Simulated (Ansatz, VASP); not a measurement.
Al2Cu in VASP and in Ansatz

POSCAR

```
Al2Cu
1.0
    4.1051820000      0.0000000000      0.0000000000
    0.0000000000      4.1051820000      0.0000000000
    0.0000000000      0.0000000000      2.8913130000
Al Cu
2 1
Direct
    0.5000000000      0.0000000000      0.5000000000
    0.0000000000      0.5000000000      0.5000000000
    0.0000000000      0.0000000000      0.0000000000
```

File INCAR.step1:

```
SYSTEM = Al2Cu
PREC = Accurate ; ENCUT = 520
ISMEAR = -1 ; SIGMA = 0.3
LREAL = .FALSE. ; LASPH = .TRUE.
NELM = 60 ; NBANDS = 16
GGA = PE ; ALGO = Normal
EDIFF = 1E-4 ; LWAVE = .TRUE.
LCHARG = .FALSE.
```

The input INCAR.step2:

```
SYSTEM = Al2Cu
PREC = Accurate ; ENCUT = 520
EDIFF = 1E-6 ; ISMEAR = -1
SIGMA = 0.3 ; LREAL = .FALSE.
LASPH = .TRUE. ; NELM = 60
ALGO = Normal ; ISIF = 2
LWAVE = .FALSE. ; LCHARG = .FALSE.
METAGGA = R2SCAN ; LMIXTAU = .TRUE.
NBANDS = 16 ; ISTART = 1
```

KPOINTS

```
regular mesh
0
G
  10 10 14
  0 0 0
```

Input for Ansatz:

```yaml
crystal:
  lattice:
    - [4.105182, 0.0, 0.0]
    - [0.0, 4.105182, 0.0]
    - [0.0, 0.0, 2.891313]
  atoms:
    - { symbol: Al, position: [0.5, 0.0, 0.5] }
    - { symbol: Al, position: [0.0, 0.5, 0.5] }
    - { symbol: Cu, position: [0.0, 0.0, 0.0] }
basis:
  ecutwfc: 500
kpoints:
  mp_grid: { grid: [10, 10, 14] }
hamiltonian:
  xc: r2scan
scf:
  occupations: { method: fermi_dirac, width: 0.3 }
output:
  forces: true
  stress: true
  eigenvalues: true
```

Alike in both runs: task single point; functional r2SCAN; k mesh 10 × 10 × 14; occupations fermi-dirac, width 0.3 eV; no spin polarisation.

```csv
,VASP,Ansatz
version,VASP 6.6.1,Ansatz 0.2.0
potentials or method,"VASP PAW PBE potentials, release 64 (Al, Cu), cutoff 520 eV","scalar-relativistic, plane waves, PAW"
valence electrons in the cell,17,25
```

Ansatz gave:

| Quantity | Value |
| --- | --- |
| gap on the k mesh at the Fermi level (eV) | none |
| pressure (GPa) | -1.6 |
| traceless stress, the component that is largest in VASP (GPa) | -0.94 |

Question: Estimate VASP's values.

Answer: gap on the k mesh at the Fermi level (eV): none; pressure (GPa): -1.8; traceless stress, the component that is largest in VASP (GPa): -0.93.

VASP's potentials were made for PBE, not for r2SCAN. A gap of «none» marks a metal or a gap that the smearing closes. VASP's potentials hold 17 valence electrons a cell and Ansatz's 25, so a difference there can come from the potentials and not from the codes.
